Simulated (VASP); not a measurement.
The system is Si3N4.

```
Si N
1.0
     7.60180    0.00000    0.00000
    -3.80090    6.58335    0.00000
     0.00000    0.00000    2.90660
Si N
6 8
Cartesian
  -1.5969 5.0531 0.7267
  2.4272 1.1435 2.1799
  0.2233 2.6738 0.7267
  5.3978 1.5303 2.1799
  1.3737 5.4398 0.7267
  3.5776 3.9095 2.1799
  0.0000 4.3889 0.7267
  3.8009 2.1945 2.1799
  2.3938 0.1948 0.7267
  1.0282 2.1705 2.1799
  6.2362 1.9757 0.7267
  1.4071 6.3885 2.1799
  2.7727 4.4128 0.7267
  -2.4353 4.6077 2.1799
```

Base run:

| Property | Result |
| --- | --- |
| Program | VASP 6.6.1 |
| Functional | PBE |
| Potentials or basis | VASP PAW PBE potentials, release 64 (Si, N) |
| Cutoff | 520 eV |
| k mesh | 4 × 4 × 10 |
| Occupations | fermi-dirac, width 0.02 eV |
| Spin | no spin polarisation |

Its results: band gap on the k mesh 4.32 eV (least direct gap 4.52 eV); pressure 5.3 GPa.

Problem. The run is repeated on the same cell with these changes: functional from PBE to r2SCAN; further incar settings from ALGO = Normal; EDIFF = 1e-06; NBANDS = 45 to ALGO = Normal; EDIFF = 1e-08; NBANDS = 45. What comes out?

Solution. Band gap on the k mesh 4.99 eV (least direct gap 5.19 eV); pressure -0.2 GPa.

Caveats: the cell stands under pressure (at least some runs); the PAW data sets were made with another functional, which shifts forces and pressure a little (at least some runs).

A k mesh can miss the band edges.
